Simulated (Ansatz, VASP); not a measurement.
**BAs: VASP beside Ansatz**

```
CELL_PARAMETERS angstrom
0.00000 2.38850 2.38850
2.38850 0.00000 2.38850
2.38850 2.38850 0.00000
ATOMIC_POSITIONS crystal
B 0.00000 0.00000 0.00000
As 0.25000 0.25000 0.25000
```

Alike in both runs: task relaxation of the atoms; functional PBE; k mesh 16 × 16 × 16; occupations fermi-dirac, width 0.02 eV; no spin polarisation.

|  | VASP | Ansatz |
| --- | --- | --- |
| version | VASP 6.6.1 | Ansatz 0.2.0 |
| potentials or method | VASP PAW PBE potentials, release 64 (B, As) | plane-wave PAW, scalar-relativistic |
| plane-wave cutoff (eV) | 520 | 420 |
| valence electrons in the cell | 8 | 18 |

|  | VASP | Ansatz | Ansatz less VASP |
| --- | --- | --- | --- |
| gap on the k mesh at the Fermi level, each at its own relaxed structure (eV) | 1.19 | 1.20 | +0.008 |

VASP's potentials hold 8 valence electrons a cell and Ansatz's 18, so a difference there can come from the potentials and not from the codes. Ansatz's warnings: stress scf threshold loose.

Noted on VASP's run: the relaxation stopped at its first step, so nothing moved.
